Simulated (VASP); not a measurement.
Wanted: the native input for a VASP 6.6.1 run.

| Item | Value |
| --- | --- |
| Task | single point |
| Functional | PBEsol |
| Potentials or basis | VASP PAW PBE potentials, release 64 (Ti_sv, Co) |
| Cutoff | 520 eV |
| k mesh | 10 × 10 × 10 |
| Occupations | gaussian, width 0.1 eV |
| Spin | collinear spin, ferromagnetic start |
| Starting moments | [0.0, 0.0, 0.0, 0.0, 1.11, 1.11] μB |
| Dipole correction | no |
| Further INCAR settings | ALGO = Fast; EDIFF = 1e-07; NBANDS = 46 |

The structure of Ti2Co lies in POSCAR:

```
Ti2Co
1.0
    0.0000000000      3.4182784555      3.4182784555
    3.4182784555      0.0000000000      3.4182784555
    3.4182784555      3.4182784555      0.0000000000
Ti Co
4 2
Direct
    0.6250000000      0.6250000000      0.6250000000
    0.1250000000      0.6250000000      0.6250000000
    0.6250000000      0.6250000000      0.1250000000
    0.6250000000      0.1250000000      0.6250000000
    0.0000000000      0.0000000000      0.0000000000
    0.2500000000      0.2500000000      0.2500000000
```

These files were run (other wordings do the same):

INCAR

```
SYSTEM = Ti2Co
PREC     = Accurate       ! precision mode
ENCUT    = 520            ! plane-wave cutoff, eV
EDIFF    = 1E-7           ! SCF threshold, eV
ISMEAR   = 0              ! smearing method
SIGMA    = 0.1            ! smearing width, eV
LREAL    = .False.        ! projectors in reciprocal space
LASPH    = .True.         ! aspherical terms in the spheres
NELM     = 150            ! most SCF steps
ALGO     = Fast           ! electronic algorithm
ISIF     = 2              ! what is computed and relaxed
LWAVE    = .False.        ! write WAVECAR
LCHARG   = .False.        ! write CHGCAR
ISPIN    = 2              ! spin polarisation
MAGMOM   = 0 0 0 0 1.11 1.11 ! initial moments
LORBIT   = 11             ! projections on sites
LMAXMIX  = 4              ! l up to which the mixer works
GGA      = PS             ! functional
NBANDS   = 46             ! bands
```

KPOINTS

```
Automatic mesh
0
Gamma
  10 10 10
  0 0 0
```

Potentials or basis: VASP PAW PBE potentials, release 64 (Ti_sv, Co).

The run is started by

```sh
$ cat potpaw_PBE.64/Ti_sv/POTCAR potpaw_PBE.64/Co/POTCAR > POTCAR
$ mpirun -np 1 vasp_std > vasp.out
```

It gave:

- Pressure: 8.1 GPa
- Net moment: 1.44 μB per cell
- Site moments: Ti +0.04; Co +0.70 μB
- Valence electrons inside the program's atomic spheres: Ti 10.71; Co 8.05

Caveat: the cell stands under pressure; the PAW data sets were made with another functional, which shifts forces and pressure a little.

It took 22 min on 1 thread of Intel(R) Xeon(R) 6975P-C (Granite Rapids), with other jobs on the host, peak memory 0.41 GiB.
